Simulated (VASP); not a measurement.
# FeO (Fm-3m) in VASP: notebook

FeO is run at these levels: PBE; tasks: single point.

All numbers are computed with VASP 6.6.1; they aren't measurements. Logs are shortened: lines on timing, memory, paths and dates and some standing lists are left out, and cuts for length are marked.

### 1 The cell of the first run

Symmetry: Fm-3m, No. 225, cubic system. Conventional cell: a = 4.228 Å, b = 4.228 Å, c = 4.228 Å, α = 90.00°, β = 90.00°, γ = 90.00°. Within 2.8 Å of Fe (site symmetry m-3m) lie 6 O at 2.11 Å. Within 2.8 Å of O (site symmetry m-3m) lie 6 Fe at 2.11 Å.

### 2 Single point, PBE, collinear spin, ferromagnetic start (volume scaled by 0.945)

Input file INCAR:

```
SYSTEM = FeO
PREC = Accurate
ENCUT = 520
EDIFF = 1E-7
ISMEAR = 0
SIGMA = 0.05
LREAL = .False.
LASPH = .True.
NELM = 150
ALGO = Normal
ISIF = 2
LWAVE = .False.
LCHARG = .False.
ISPIN = 2
MAGMOM = 3.77 0
LORBIT = 11
LMAXMIX = 4
GGA = PE
NBANDS = 18
```

Input file KPOINTS:

```
regular mesh
0
Gamma
  14 14 14
  0 0 0
```

Input file POSCAR:

```
FeO
1.0
    0.0000000000      2.1140172072      2.1140172072
    2.1140172072      0.0000000000      2.1140172072
    2.1140172072      2.1140172072      0.0000000000
Fe O
1 1
Direct
    0.0000000000      0.0000000000      0.0000000000
    0.5000000000      0.5000000000      0.5000000000
```

Potentials or basis: VASP PAW PBE potentials, release 64 (Fe, O).

On the command line:

```
> cat potpaw_PBE.64/Fe/POTCAR potpaw_PBE.64/O/POTCAR > POTCAR
> mpirun -np 1 vasp_std > vasp.out
```

OUTCAR:

```text
SYSTEM = FeO
   PREC = Accurate
   ENCUT = 520
   EDIFF = 1E-7
   ISMEAR = 0
   LREAL = .False.
   LASPH = .True.
   NELM = 150
   ISIF = 2
   ISPIN = 2
   LORBIT = 11
   GGA = PE

 ion  position               nearest neighbor table
   1  0.000  0.000  0.000-   2 2.11   2 2.11   2 2.11   2 2.11   2 2.11   2 2.11
   2  0.500  0.500  0.500-   1 2.11   1 2.11   1 2.11   1 2.11   1 2.11   1 2.11

  LATTYP: Found a face centered cubic cell.
 ALAT       =     4.2280344144

  Lattice vectors:

 A1 = (   0.0000000000,   2.1140172072,   2.1140172072)
 A2 = (   2.1140172072,   0.0000000000,   2.1140172072)
 A3 = (   2.1140172072,   2.1140172072,   0.0000000000)

Analysis of symmetry for initial positions (statically):
=====================================================================
 Subroutine PRICEL returns:
 Original cell was already a primitive cell.

 Routine SETGRP: Setting up the symmetry group for a
 face centered cubic supercell.

 Subroutine GETGRP returns: Found 48 space group operations
 (whereof 48 operations were pure point group operations)
 out of a pool of 48 trial point group operations.

The static configuration has the point symmetry O_h .

Analysis of symmetry for dynamics (positions and initial velocities):
=====================================================================
 Subroutine PRICEL returns:
 Original cell was already a primitive cell.

 Routine SETGRP: Setting up the symmetry group for a
 face centered cubic supercell.

 Subroutine GETGRP returns: Found 48 space group operations
 (whereof 48 operations were pure point group operations)
 out of a pool of 48 trial point group operations.

The dynamic configuration has the point symmetry O_h .

Analysis of structural, dynamic, and magnetic symmetry:
=====================================================================
 Subroutine PRICEL returns:
 Original cell was already a primitive cell.

 Routine SETGRP: Setting up the symmetry group for a
 face centered cubic supercell.

 Subroutine GETGRP returns: Found 48 space group operations
 (whereof 48 operations were pure point group operations)
 out of a pool of 48 trial point group operations.

The overall configuration has the point symmetry O_h .

 Subroutine INISYM returns: Found 48 space group operations
 (whereof 48 operations are pure point group operations),
 and found     1 'primitive' translations

----------------------------------------------------------------------------------------

                                     Primitive cell

  volume of cell :      18.8954

  direct lattice vectors                    reciprocal lattice vectors
[... 108 lines left out ...]
  volume/ion in A,a.u.               =       9.45        63.76
  Fermi-wavevector in a.u.,A,eV,Ry     =   1.481377  2.799397 29.857692  2.194478
  Thomas-Fermi vector in A             =   2.595295
   LORBIT       =     11    0 simple, 1 ext, 2 COOP (PROOUT), +10 PAW based schemes
   GGA     = PE    functional components
   LHFCALC =     F    Hartree Fock is set to
   AEXX    =    0.0000 exact exchange contribution
   IVDW    =     0    specifies the selected vdW correction
   LEPSILON=     F    determine dielectric tensor
   LRPA    =     F    only Hartree local field effects (RPA)
 spin polarized calculation
 Gauss-broadening in eV      SIGMA  =   0.05
  energy-cutoff  :      520.00
  volume of cell :       18.90
 maximum number of plane-waves:       532
 NGX is ok and might be reduce to    24
   NGX = 11   NGY = 11   NGZ = 11

 number of electron      14.0000001 magnetization       3.9995446

 Free energy of the ion-electron system (eV)
  ---------------------------------------------------
  ext. energy  EPLUGINS =         0.00000000
  ---------------------------------------------------
  free energy    TOTEN  =       -14.88970503 eV

  energy without entropy =      -14.88816501  energy(sigma->0) =      -14.88893502

 E-fermi :   6.8401     XC(G=0): -12.4890

 val. band max:        6.8336897485   @ k =  -0.2857   0.3571   0.1429
 cond. band min:       6.8700582343   @ k =   0.2143   0.1429   0.0000
 fundamental gap:      0.0363684858
 Fermi energy:         6.8401431033

 spin component 1

 k-point     1 :       0.0000    0.0000    0.0000
  band No.  band energies     occupation
      1     -14.3617      1.00000
      2       2.8448      1.00000
      3       2.8448      1.00000
      4       2.8448      1.00000
      5       2.9061      1.00000
      6       2.9061      1.00000
[... 493 lines left out ...]
     17      34.4734      0.00000
     18      35.4787      0.00000

 [... further k-points ...]

 spin component 2

 k-point     1 :       0.0000    0.0000    0.0000
  band No.  band energies     occupation
      1     -13.8077      1.00000
      2       3.4308      1.00000
      3       3.4308      1.00000
      4       3.4308      1.00000
      5       6.0281      1.00000
      6       6.0284      1.00000
[... 493 lines left out ...]
     17      35.4138      0.00000
     18      36.6452      0.00000

 [... further k-points ...]
[... 5 lines left out ...]
  --------------------------------------------------------------------------------------
  -------------------------------------------------------------------------------------
  Total        1.4395738      1.4395738      1.4395738     -0.0000000     -0.0000000      0.0000000
  in kB      122.0643867    122.0643867    122.0643867     -0.0000000     -0.0000000      0.0000000
  external PRESSURE =     122.0643867 kB  Pullay stress =       0.0000000 kB

 VOLUME and BASIS-vectors are now :
 -----------------------------------------------------------------------------
  energy-cutoff  :      520.00
  volume of cell :       18.90
      direct lattice vectors                 reciprocal lattice vectors
     0.000000000  2.114017207  2.114017207    -0.236516523  0.236516523  0.236516523
     2.114017207  0.000000000  2.114017207     0.236516523 -0.236516523  0.236516523
     2.114017207  2.114017207  0.000000000     0.236516523  0.236516523 -0.236516523

 POSITION                                       TOTAL-FORCE (eV/Angst)
 -----------------------------------------------------------------------------------
      0.00000      0.00000      0.00000         0.000000     -0.000000     -0.000000
      2.11402      2.11402      2.11402        -0.000000      0.000000      0.000000
 -----------------------------------------------------------------------------------
    total drift:                                0.000000     -0.000000     -0.000000

  FREE ENERGIE OF THE ION-ELECTRON SYSTEM (eV)
  ---------------------------------------------------
  free  energy   TOTEN  =       -14.8897050333 eV

  energy  without entropy=      -14.8881650104  energy(sigma->0) =      -14.88893502

 total charge

# of ion       s       p       d       tot
------------------------------------------
    1        0.305   0.400   6.129   6.834
    2        1.557   3.470   0.000   5.027
--------------------------------------------------
tot          1.861   3.870   6.129  11.860

 magnetization (x)

# of ion       s       p       d       tot
------------------------------------------
    1        0.027   0.022   3.560   3.610
    2        0.032   0.281   0.000   0.314
--------------------------------------------------
tot          0.059   0.304   3.560   3.924
```

OSZICAR:

```text
N       E                     dE             d eps       ncg     rms          rms(c)
DAV:   1     0.662579938334E+02    0.66258E+02   -0.69103E+03  8232   0.918E+02
DAV:   2    -0.133656512530E+02   -0.79624E+02   -0.67557E+02  7734   0.203E+02
DAV:   3    -0.174964040165E+02   -0.41308E+01   -0.40382E+01  8744   0.500E+01
DAV:   4    -0.175246035690E+02   -0.28200E-01   -0.28185E-01  9146   0.391E+00
DAV:   5    -0.175247853596E+02   -0.18179E-03   -0.18178E-03  8914   0.325E-01    0.171E+01
DAV:   6    -0.154410342838E+02    0.20838E+01   -0.13905E+01 10040   0.543E+01    0.189E+01
DAV:   7    -0.149123991889E+02    0.52864E+00   -0.24287E+00  9668   0.309E+01    0.999E+00
DAV:   8    -0.149075447196E+02    0.48545E-02   -0.14107E-01  9520   0.417E+00    0.572E+00
DAV:   9    -0.148882635758E+02    0.19281E-01   -0.57231E-02 11738   0.375E+00    0.120E+00
DAV:  10    -0.148891824205E+02   -0.91884E-03   -0.15344E-02  9908   0.259E+00    0.248E-01
DAV:  11    -0.148896748323E+02   -0.49241E-03   -0.20575E-03  9548   0.413E-01    0.681E-02
DAV:  12    -0.148896916577E+02   -0.16825E-04   -0.31559E-05  8732   0.495E-02    0.446E-02
DAV:  13    -0.148897036632E+02   -0.12006E-04   -0.25286E-05 11076   0.713E-02    0.149E-02
DAV:  14    -0.148897050600E+02   -0.13968E-05   -0.34119E-06  8900   0.196E-02    0.648E-03
DAV:  15    -0.148897050333E+02    0.26763E-07   -0.23684E-07  8300   0.377E-03
   1 F= -.14889705E+02 E0= -.14888935E+02  d E =-.154002E-02  mag=     4.0001
```

Wall time 40 s (1 thread of Intel Xeon 6975P-C (Granite Rapids), shared host); peak memory 0.18 GiB.

What came out:

| Property | Result |
| --- | --- |
| Free energy | -14.8897 eV |
| Pressure | 12.2 GPa |
| Band gap on the k mesh | zero (filled and empty bands overlap) |
| Net moment | 4.00 μB per cell |
| Site moments | Fe +3.61; O +0.31 μB |
| Valence electrons inside the program's atomic spheres | Fe 6.83; O 5.03 |

Caveat: a cell with one magnetic atom can't hold antiferromagnetic order, which such compounds often take; semilocal functionals often make such compounds metallic where correlation or magnetic order opens a gap, which also shifts bond lengths.

### 3 Single point, PBE, collinear spin, ferromagnetic start (volume scaled by 0.960)

Input file INCAR:

```
SYSTEM = FeO
ALGO = Normal ; EDIFF = 1E-6
ENCUT = 520 ; GGA = PE
ISIF = 2 ; ISMEAR = 0
ISPIN = 2 ; LASPH = .True.
LCHARG = .False. ; LMAXMIX = 4
LORBIT = 11 ; LREAL = .False.
LWAVE = .False. ; MAGMOM = 3.78 0
NBANDS = 18 ; NELM = 150
PREC = Accurate ; SIGMA = 0.05
```

Input file KPOINTS:

```
k-points
0
Gamma
  14 14 14
  0 0 0
```

Input file POSCAR:

```
FeO
1.0
    0.0000000000      2.1251438185      2.1251438185
    2.1251438185      0.0000000000      2.1251438185
    2.1251438185      2.1251438185      0.0000000000
Fe O
1 1
Direct
    0.0000000000      0.0000000000      0.0000000000
    0.5000000000      0.5000000000      0.5000000000
```

Potentials or basis: VASP PAW PBE potentials, release 64 (Fe, O).

On the command line:

```
> cat potpaw_PBE.64/Fe/POTCAR potpaw_PBE.64/O/POTCAR > POTCAR
> mpirun -np 1 vasp_std > vasp.out
```

Run time: 41 s. Hardware: 1 thread of Intel Xeon 6975P-C (Granite Rapids), shared host; peak memory 0.19 GiB.

Results (log left out):

- Free energy: -14.9095 eV
- Pressure: 8.5 GPa
- Band gap on the k mesh: zero (filled and empty bands overlap)
- Net moment: 4.00 μB per cell
- Site moments: Fe +3.61; O +0.31 μB
- Valence electrons inside the program's atomic spheres: Fe 6.80; O 5.02

Levels at points of the mesh, in eV from the Fermi level:
Spin up:
```csv
k point,band 6,band 7,band 8,band 9,band 10,band 11,band 12,band 13
"(0.00, 0.00, 0.00)",-3.92,-3.92,-3.68,-3.68,0.34,15.62,17.40,17.40
"(0.50, 0.00, 0.00)",-3.03,-2.44,-0.19,-0.19,4.21,8.90,12.88,12.88
"(0.50, 0.50, 0.00)",-3.26,-2.74,-2.74,-2.70,5.62,9.04,11.00,15.23
```
Spin down:
```tsv
k point	band 3	band 4	band 5	band 6	band 7	band 8
(0.00, 0.00, 0.00)	-3.36	-3.36	-0.79	-0.79	-0.79	0.18
(0.50, 0.00, 0.00)	-5.39	-5.39	0.42	0.42	0.65	2.95
(0.50, 0.50, 0.00)	-4.59	-4.59	-2.27	0.76	0.79	0.79
```

Caveat: a cell with one magnetic atom can't hold antiferromagnetic order, which such compounds often take; semilocal functionals often make such compounds metallic where correlation or magnetic order opens a gap, which also shifts bond lengths.

### 4 Single point, PBE, collinear spin, ferromagnetic start (volume scaled by 0.980)

Input file INCAR:

```
ALGO     = Normal         # electronic algorithm
EDIFF    = 1E-6           # SCF threshold, eV
ENCUT    = 520            # plane-wave cutoff, eV
GGA      = PE             # functional
ISIF     = 2              # what is computed and relaxed
ISMEAR   = 0              # smearing method
ISPIN    = 2              # spin polarisation
LASPH    = T              # aspherical terms in the spheres
LCHARG   = F              # write CHGCAR
LMAXMIX  = 4              # l up to which the mixer works
LORBIT   = 11             # projections on sites
LREAL    = F              # projectors in reciprocal space
LWAVE    = F              # write WAVECAR
MAGMOM   = 3.79 0         # initial moments
NBANDS   = 18             # bands
NELM     = 150            # most SCF steps
PREC     = Accurate       # precision mode
SIGMA    = 0.05           # smearing width, eV
```

Input file KPOINTS:

```
k-points
0
Gamma
  14 14 14
```

Input file POSCAR:

```
FeO
1.0
    0.0000000000      2.1398004459      2.1398004459
    2.1398004459      0.0000000000      2.1398004459
    2.1398004459      2.1398004459      0.0000000000
Fe O
1 1
Direct
    0.0000000000      0.0000000000      0.0000000000
    0.5000000000      0.5000000000      0.5000000000
```

On the command line:

```
> cat potpaw_PBE.64/Fe/POTCAR potpaw_PBE.64/O/POTCAR > POTCAR
> mpirun -np 1 vasp_std > vasp.out
```

Run time: 42 s. Hardware: 1 thread of Intel Xeon 6975P-C (Granite Rapids), shared host; peak memory 0.19 GiB.

It converged, with:

| Quantity | Value |
| --- | --- |
| Free energy | -14.9256 eV |
| Pressure | 4.1 GPa |
| Band gap on the k mesh | zero (filled and empty bands overlap) |
| Net moment | 4.00 μB per cell |
| Site moments | Fe +3.62; O +0.31 μB |
| Valence electrons inside the program's atomic spheres | Fe 6.77; O 5.01 |

Levels at points of the mesh, in eV from the Fermi level:
Spin up:
```tsv
k point	band 6	band 7	band 8	band 9	band 10	band 11	band 12	band 13
(0.00, 0.00, 0.00)	-3.87	-3.87	-3.68	-3.68	0.22	15.55	17.22	17.22
(0.50, 0.00, 0.00)	-3.05	-2.47	-0.27	-0.27	4.15	8.69	12.72	12.72
(0.50, 0.50, 0.00)	-3.28	-2.77	-2.77	-2.75	5.46	8.89	10.89	14.98
```
Spin down:
| k point | band 2 | band 3 | band 4 | band 5 | band 6 | band 7 | band 8 | band 9 |
| --- | --- | --- | --- | --- | --- | --- | --- | --- |
| (0.00, 0.00, 0.00) | -3.30 | -3.30 | -3.30 | -0.76 | -0.76 | -0.76 | 0.19 | 0.19 |
| (0.50, 0.00, 0.00) | -8.16 | -5.27 | -5.26 | 0.41 | 0.41 | 0.62 | 2.87 | 2.87 |
| (0.50, 0.50, 0.00) | -7.01 | -4.50 | -4.50 | -2.19 | 0.75 | 0.76 | 0.76 | 1.20 |

Caveat: a cell with one magnetic atom can't hold antiferromagnetic order, which such compounds often take; semilocal functionals often make such compounds metallic where correlation or magnetic order opens a gap, which also shifts bond lengths.

### 5 The runs side by side

```csv
cell,gap on the mesh (eV),pressure (GPa),moment (μB)
"a = 2.990 Å, angles 60.0°, 2 atoms",none,12.2,4.00
"a = 3.005 Å, angles 60.0°, 2 atoms",none,8.5,4.00
"a = 3.026 Å, angles 60.0°, 2 atoms",none,4.1,4.00
```

Alike in all rows: task single point; level PBE; potentials or basis VASP PAW PBE potentials, release 64 (Fe, O); spin collinear, ferromagnetic start; k mesh 14 × 14 × 14; cutoff (eV) 520; smearing gaussian 0.05 eV.

Caveats: a cell with one magnetic atom can't hold antiferromagnetic order, which such compounds often take; semilocal functionals often make such compounds metallic where correlation or magnetic order opens a gap, which also shifts bond lengths.

Total energies depend on the potentials used, so only differences within one code and one set of settings carry meaning.
